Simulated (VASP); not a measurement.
Here is a VASP 6.6.1 calculation.

INCAR

```
SYSTEM = SmTa3Cl2
PREC = Accurate
ENCUT = 500
EDIFF = 1E-6
ISMEAR = 0
SIGMA = 0.2
LREAL = .FALSE.
LASPH = .TRUE.
NELM = 200
ALGO = Normal
ISIF = 2
LWAVE = .FALSE.
LCHARG = .FALSE.
GGA = PE
NBANDS = 38
GGA_COMPAT = .FALSE.
LMAXMIX = 6
```

File KPOINTS:

```
regular mesh
0
G
  3 3 4
  0 0 0
```

File POSCAR:

```
SmTa3Cl2
1.0
    8.0244571165      0.0000000000      0.0000000000
   -4.0122285582      6.9493837144      0.0000000000
    0.0000000000      0.0000000000      2.9266335875
Sm Ta Cl
1 3 2
Direct
    0.0000000000      0.0000000000      0.0000000000
    0.5000000000      0.0000000000      0.0000000000
    0.0000000000      0.5000000000      0.0000000000
    0.5000000000      0.5000000000      0.0000000000
    0.3333333333      0.6666666667      0.0000000000
    0.6666666667      0.3333333333      0.0000000000
```

Potentials or basis: VASP PAW PBE potentials, release 64 (Sm_3, Ta_pv, Cl), 4f in core.

Command:

```bash
$ cat potpaw_PBE.64/Sm_3/POTCAR potpaw_PBE.64/Ta_pv/POTCAR potpaw_PBE.64/Cl/POTCAR > POTCAR
$ mpirun -np 1 vasp_std > vasp.out
```

Problem. Predict the pressure.

Solution. 0.3 GPa.

Problem. What does it give for the band gap on the k mesh?

Solution. Zero (bands 29 and 30 overlap by 0.61 eV).

Stress tensor (GPa, compression positive):
```
0.46 0.00 0.00
0.00 0.46 0.00
0.00 0.00 0.12
```

Caveat: the k points lie up to 0.54 Å⁻¹ apart, too coarse for converged energies and pressures of a metal; spin-orbit coupling is left out, which moves the levels of the heavy elements; the 4f electrons are frozen in the core, so they carry no moment and show no levels; the run has no spin polarisation, though such a crystal can be magnetic. Spin polarisation is off, so any magnetic state and its effect on volume and gap are missing.
